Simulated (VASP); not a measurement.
A run of VASP 6.6.1 is set up as follows.

File INCAR:

```
PREC = Accurate ; ENCUT = 600
EDIFF = 1E-6 ; ISMEAR = 0
SIGMA = 0.1 ; LREAL = False
LASPH = True ; NELM = 120
ALGO = Normal ; ISIF = 2
LWAVE = False ; LCHARG = False
GGA = PS ; NBANDS = 16
GGA_COMPAT = False
```

KPOINTS

```
Automatic mesh
0
Gamma
  14 14 14
```

File POSCAR:

```
Si2Ni
1.0
    0.0000000000      2.6956024029      2.6956024029
    2.6956024029      0.0000000000      2.6956024029
    2.6956024029      2.6956024029      0.0000000000
Si Ni
2 1
Direct
    0.2500000000      0.2500000000      0.2500000000
    0.7500000000      0.7500000000      0.7500000000
    0.0000000000      0.0000000000      0.0000000000
```

Potentials or basis: VASP PAW PBE potentials, release 64 (Si, Ni).

Command:

```console
$ cat potpaw_PBE.64/Si/POTCAR potpaw_PBE.64/Ni/POTCAR > POTCAR
$ mpirun -np 1 vasp_std > vasp.out
```

(1) Predict the band gap on the k mesh.

(2) Estimate the pressure.

Results:

(1) zero (band 9 reaches 12.21 eV, above the bottom of band 10 at 10.08 eV).

(2) 0.1 GPa.

Caveat: the PAW data sets were made with another functional, which shifts forces and pressure a little.
